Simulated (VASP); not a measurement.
## Ga3Sb: single point with PBEsol

The system is Ga3Sb.

```
Ga Sb
1.0
    -2.12931    2.12931    4.54529
     2.12931   -2.12931    4.54529
     2.12931    2.12931   -4.54529
Ga Sb
3 1
Direct
  0.75000 0.25000 0.50000
  0.25000 0.75000 0.50000
  0.50000 0.50000 0.00000
  0.00000 0.00000 0.00000
```

```yaml
Program: VASP 6.6.1
Task: single point
Functional: PBEsol
Potentials_or_basis: VASP PAW PBE potentials, release 64 (Ga_d, Sb)
Cutoff: 520 eV
k_mesh: 14 × 14 × 14
Occupations: gaussian, width 0.1 eV
Spin: no spin polarisation
Dipole_correction: no
k_mesh_for_the_DOS: 21 × 21 × 21
Occupations_for_the_DOS: tetrahedron
Further_INCAR_settings: ALGO = Fast; EDIFF = 1e-06; NBANDS = 30
```

| Property | Result |
| --- | --- |
| Valence electrons inside the program's atomic spheres | Ga 11.51, 11.53 (each value once); Sb 2.39 |

Levels at points of the mesh, in eV from the Fermi level:
| k point | band 18 | band 19 | band 20 | band 21 | band 22 | band 23 | band 24 | band 25 | band 26 | band 27 |
| --- | --- | --- | --- | --- | --- | --- | --- | --- | --- | --- |
| (0.00, 0.00, 0.00) | -3.98 | -2.82 | -1.91 | -1.91 | -1.84 | -0.42 | -0.42 | 0.78 | 0.99 | 4.34 |

Wall time 44 min on 1 thread of Intel(R) Xeon(R) Platinum 8259CL CPU @ 2.50GHz (Skylake/Cascade Lake), with other jobs on the host, peak memory 1.4 GiB.

Caveat: spin-orbit coupling is left out, which moves the levels of the heavy elements.
